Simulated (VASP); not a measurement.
Set up this calculation in VASP 6.6.1, as the native input.

```yaml
Task: electric field gradients
Functional: PBE
Potentials_or_basis: VASP PAW PBE potentials, release 64 (Zn, O)
Cutoff: 520 eV
k_mesh: 10 × 10 × 10
Occupations: fermi-dirac, width 0.03 eV
Spin: no spin polarisation
Dipole_correction: no
Further_INCAR_settings: ALGO = Normal; EDIFF = 1e-08; NBANDS = 16
```

The structure of ZnO lies in POSCAR:

```
ZnO
1.0
    0.0000000000      2.1576867525      2.1576867525
    2.1576867525      0.0000000000      2.1576867525
    2.1576867525      2.1576867525      0.0000000000
Zn O
1 1
Direct
    0.0000000000      0.0000000000      0.0000000000
    0.5000000000      0.5000000000      0.5000000000
```

This cell differs from its parent crystal: volume scaled by 1.025.

These files were run (other wordings do the same):

INCAR

```
SYSTEM = ZnO
PREC = Accurate
ENCUT = 520
EDIFF = 1E-8
ISMEAR = -1
SIGMA = 0.03
LREAL = .FALSE.
LASPH = .TRUE.
NELM = 60
ALGO = Normal
ISIF = 2
LWAVE = .FALSE.
LCHARG = .FALSE.
GGA = PE
LEFG = .TRUE.
NBANDS = 16
```

KPOINTS

```
regular mesh
0
G
  10 10 10
  0 0 0
```

Potentials or basis: VASP PAW PBE potentials, release 64 (Zn, O).

Launch:

```bash
$ cat potpaw_PBE.64/Zn/POTCAR potpaw_PBE.64/O/POTCAR > POTCAR
$ mpirun -np 1 vasp_std > vasp.out
```

Results of the run:

```json
{
  "Pressure": "2.7 GPa",
  "Band gap on the k mesh": "0.77 eV, indirect (least direct gap 2.04 eV)"
}
```

Caveat: without QUAD_EFG the Cq values of the log hold for a quadrupole moment of 1 mb, not for the nuclei.

It took 16 s on 1 thread of AMD EPYC 7R13 Processor (Zen 3), on a shared host, peak memory 0.11 GiB.
